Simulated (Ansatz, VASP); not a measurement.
## Li2S: VASP beside Ansatz

POSCAR

```
Li2S
1.0
    0.0000000000      2.8540007422      2.8540007422
    2.8540007422      0.0000000000      2.8540007422
    2.8540007422      2.8540007422      0.0000000000
Li S
2 1
Direct
    0.2500000000      0.2500000000      0.2500000000
    0.7500000000      0.7500000000      0.7500000000
    0.0000000000      0.0000000000      0.0000000000
```

File INCAR.step1:

```
SYSTEM = Li2S
PREC     = Accurate       ! precision mode
ENCUT    = 830            ! plane-wave cutoff, eV
ISMEAR   = 0              ! smearing method
SIGMA    = 0.05           ! smearing width, eV
LREAL    = .False.        ! projectors in reciprocal space
LASPH    = .True.         ! aspherical terms in the spheres
NELM     = 120            ! most SCF steps
NBANDS   = 13             ! bands
GGA      = PE             ! functional
ALGO     = Normal         ! electronic algorithm
EDIFF    = 1E-5           ! SCF threshold, eV
LWAVE    = .True.         ! write WAVECAR
LCHARG   = .False.        ! write CHGCAR
GGA_COMPAT= .False.
```

The input INCAR.step2:

```
SYSTEM = Li2S
PREC     = Accurate       ! precision mode
ENCUT    = 830            ! plane-wave cutoff, eV
EDIFF    = 1E-6           ! SCF threshold, eV
ISMEAR   = 0              ! smearing method
SIGMA    = 0.05           ! smearing width, eV
LREAL    = .False.        ! projectors in reciprocal space
LASPH    = .True.         ! aspherical terms in the spheres
NELM     = 120            ! most SCF steps
ALGO     = Normal         ! electronic algorithm
ISIF     = 2              ! what is computed and relaxed
LWAVE    = .False.        ! write WAVECAR
LCHARG   = .False.        ! write CHGCAR
METAGGA  = R2SCAN         ! meta-GGA
LMIXTAU  = .True.       
LUSE_VDW = .True.       
IVDW_NL  = 2            
BPARAM   = 11.95        
CPARAM   = 0.0093       
NBANDS   = 13             ! bands
ISTART   = 1            
GGA_COMPAT= .False.
```

Contents of KPOINTS:

```
regular mesh
0
Gamma
  8 8 8
  0 0 0
```

Input for Ansatz:

```yaml
crystal:
  lattice:
    - [0.0, 2.8540007422, 2.8540007422]
    - [2.8540007422, 0.0, 2.8540007422]
    - [2.8540007422, 2.8540007422, 0.0]
  atoms:
    - { symbol: Li, position: [0.25, 0.25, 0.25] }
    - { symbol: Li, position: [0.75, 0.75, 0.75] }
    - { symbol: S, position: [0.0, 0.0, 0.0] }
basis:
  ecutwfc: 500
  ecutrho_ratio: 4
kpoints:
  mp_grid: { grid: [8, 8, 8] }
hamiltonian:
  xc: r2scan
  dispersion: rvv10
scf:
  occupations: { method: gaussian, width: 0.05 }
output:
  forces: true
  stress: true
  eigenvalues: true
```

Alike in both runs: task single point; functional r2SCAN; dispersion rVV10; k mesh 8 × 8 × 8; occupations gaussian, width 0.05 eV; no spin polarisation.

|  | VASP | Ansatz |
| --- | --- | --- |
| version | VASP 6.6.1 | Ansatz 0.2.0 |
| potentials or method | VASP PAW PBE potentials, release 64 (Li_sv, S), cutoff 830 eV | scalar-relativistic, plane waves, PAW |
| valence electrons in the cell | 12 | 12 |

Ansatz gave:

| Property | Result |
| --- | --- |
| gap on the k mesh at the Fermi level (eV) | 3.81 |
| least direct gap on the mesh (eV) | 4.84 |
| pressure (GPa) | -0.8 |

What did VASP give for the same quantities?

gap on the k mesh at the Fermi level (eV): 3.79; least direct gap on the mesh (eV): 4.93; pressure (GPa): -1.0.

VASP's potentials were made for PBE, not for r2SCAN.
